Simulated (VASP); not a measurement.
Wanted: the native input for a VASP 6.6.1 run.

```yaml
Task: single point
Functional: PBEsol
Potentials_or_basis: VASP PAW PBE potentials, release 64 (Fe, O, P, K_sv)
Cutoff: 520 eV
k_mesh: 6 × 6 × 3
Occupations: methfessel-paxton, width 0.2839 eV
Spin: no spin polarisation
Dipole_correction: no
Further_INCAR_settings: ALGO = Fast; EDIFF = 1e-06; NBANDS = 50
```

The structure of KFeP2O8 lies in POSCAR:

```
KFeP2O8
1.0
    4.2380262500      2.5523813500      0.0000000000
    4.2380262500     -2.5523813500      0.0000000000
    0.4831470800      0.0000000000     -8.6147784200
Fe O P K
1 8 2 1
Direct
    0.0000000000      0.0000000000      0.5000000000
    0.7888000000      0.7888000000      0.5811000000
    0.2112000000      0.2112000000      0.4189000000
    0.6787000000      0.6787000000      0.8510000000
    0.3213000000      0.3213000000      0.1490000000
    0.3119000000      0.7859000000      0.6478000000
    0.2141000000      0.6881000000      0.3522000000
    0.6881000000      0.2141000000      0.3522000000
    0.7859000000      0.3119000000      0.6478000000
    0.6436000000      0.6436000000      0.6925000000
    0.3564000000      0.3564000000      0.3075000000
    0.0000000000      0.0000000000      0.0000000000
```

One way to write it, as run:

INCAR

```
SYSTEM = KFeP2O8
  PREC = Accurate
  ENCUT = 520
  EDIFF = 1E-6
  ISMEAR = 1
  SIGMA = 0.2839
  LREAL = .FALSE.
  LASPH = .TRUE.
  NELM = 100
  ALGO = Fast
  ISIF = 2
  LWAVE = .FALSE.
  LCHARG = .TRUE.
  GGA = PS
  LELF = .TRUE.
  LVHAR = .TRUE.
  NBANDS = 50
```

KPOINTS

```
regular mesh
0
G
  6 6 3
  0 0 0
```

Potentials or basis: VASP PAW PBE potentials, release 64 (Fe, O, P, K_sv).

The run is started by

```sh
$ cat potpaw_PBE.64/Fe/POTCAR potpaw_PBE.64/O/POTCAR potpaw_PBE.64/P/POTCAR potpaw_PBE.64/K_sv/POTCAR > POTCAR
$ mpirun -np 1 vasp_std > vasp.out
```

It gave:

```json
{
  "Pressure": "3.6 GPa",
  "Largest force": "5.707 eV/Å",
  "Band gap on the k mesh": "zero (an odd number of electrons rules out a gap without spin polarisation)"
}
```

Caveat: the cell stands under pressure; the PAW data sets were made with another functional, which shifts forces and pressure a little; an odd number of electrons without spin polarisation forces a metal; a magnetic or distorted state may lie lower; the run has no spin polarisation, though such a crystal can be magnetic; semilocal functionals often make such compounds metallic where correlation or magnetic order opens a gap, which also shifts bond lengths.

It took 11 min on 1 thread of Intel(R) Xeon(R) Platinum 8488C (Sapphire Rapids), with other jobs on the host, peak memory 0.49 GiB.
